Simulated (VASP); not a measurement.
Write the native input for VASP 6.6.1 that does the following.

```yaml
Task: single point
Functional: HSE06
Potentials_or_basis: VASP PAW PBE potentials, release 64 (Sn_d, S)
Cutoff: 400 eV
k_mesh: 6 × 6 × 4
Occupations: gaussian, width 0.01 eV
Spin: no spin polarisation
Dipole_correction: no
Grid_for_exact_exchange_PRECFOCK: Normal
Further_INCAR_settings: ALGO = Normal; EDIFF = 1e-06; NBANDS = 20
Share_of_exact_exchange: 0.25
Screening_parameter: 0.2079 1/Å
```

The system is SnS2.

```
CELL_PARAMETERS angstrom
3.73397 0.00000 0.00000
-1.86698 3.23371 0.00000
0.00000 0.00000 6.08102
ATOMIC_POSITIONS crystal
Sn 0.00000 0.00000 0.00000
S 0.33333 0.66667 0.23726
S 0.66667 0.33333 0.76274
```

This cell differs from its parent crystal: strain +2.0%.

The input as run:

POSCAR

```
SnS2
1.0
    3.7339699027      0.0000000000      0.0000000000
   -1.8669849513      3.2337127927      0.0000000000
    0.0000000000      0.0000000000      6.0810164740
Sn S
1 2
Direct
    0.0000000000      0.0000000000      0.0000000000
    0.3333333333      0.6666666667      0.2372626319
    0.6666666667      0.3333333333      0.7627373681
```

INCAR.step1

```
PREC     = Accurate       # precision mode
ENCUT    = 400            # plane-wave cutoff, eV
EDIFF    = 1E-5           # SCF threshold, eV
ISMEAR   = 0              # smearing method
SIGMA    = 0.01           # smearing width, eV
LREAL    = False          # projectors in reciprocal space
LASPH    = True           # aspherical terms in the spheres
NELM     = 120            # most SCF steps
ALGO     = Normal         # electronic algorithm
ISIF     = 2              # what is computed and relaxed
LWAVE    = True           # write WAVECAR
LCHARG   = False          # write CHGCAR
GGA      = PE             # functional
NBANDS   = 20             # bands
GGA_COMPAT= False        
KPAR     = 4
```

INCAR.step2

```
PREC     = Accurate       # precision mode
ENCUT    = 400            # plane-wave cutoff, eV
EDIFF    = 1E-6           # SCF threshold, eV
ISMEAR   = 0              # smearing method
SIGMA    = 0.01           # smearing width, eV
LREAL    = False          # projectors in reciprocal space
LASPH    = True           # aspherical terms in the spheres
NELM     = 120            # most SCF steps
ALGO     = Normal         # electronic algorithm
ISIF     = 2              # what is computed and relaxed
LWAVE    = False          # write WAVECAR
LCHARG   = False          # write CHGCAR
GGA      = PE             # functional
LHFCALC  = True           # exact exchange
HFSCREEN = 0.2079         # screening, 1/A
PRECFOCK = Normal       
ISTART   = 1            
NBANDS   = 20             # bands
GGA_COMPAT= False        
KPAR     = 4
```

KPOINTS

```
regular mesh
0
Gamma
  6 6 4
```

Potentials or basis: VASP PAW PBE potentials, release 64 (Sn_d, S).

Command:

```sh
$ cat potpaw_PBE.64/Sn_d/POTCAR potpaw_PBE.64/S/POTCAR > POTCAR
$ cp INCAR.step1 INCAR
$ mpirun -np 4 vasp_std > vasp.out
$ cp INCAR.step2 INCAR
$ mpirun -np 4 vasp_std > vasp.out
```

It gave:

```json
{
  "Pressure": "-2.6 GPa",
  "Largest force": "0.275 eV/Å",
  "Band gap on the k mesh": "2.32 eV (least direct gap 2.62 eV)"
}
```

Caveat: the cell differs from its parent crystal (strain +2.0%); the PAW data sets were made with another functional, which shifts forces and pressure a little; spin-orbit coupling is left out, which moves the levels of the heavy elements; this functional lacks dispersion, which binds layers or chains, so the pressure and a relaxed spacing across them are unreliable.

Run time: 41 min on 4 MPI ranks on AMD EPYC 7571, with other jobs on the host, peak memory 0.25 GiB a rank.
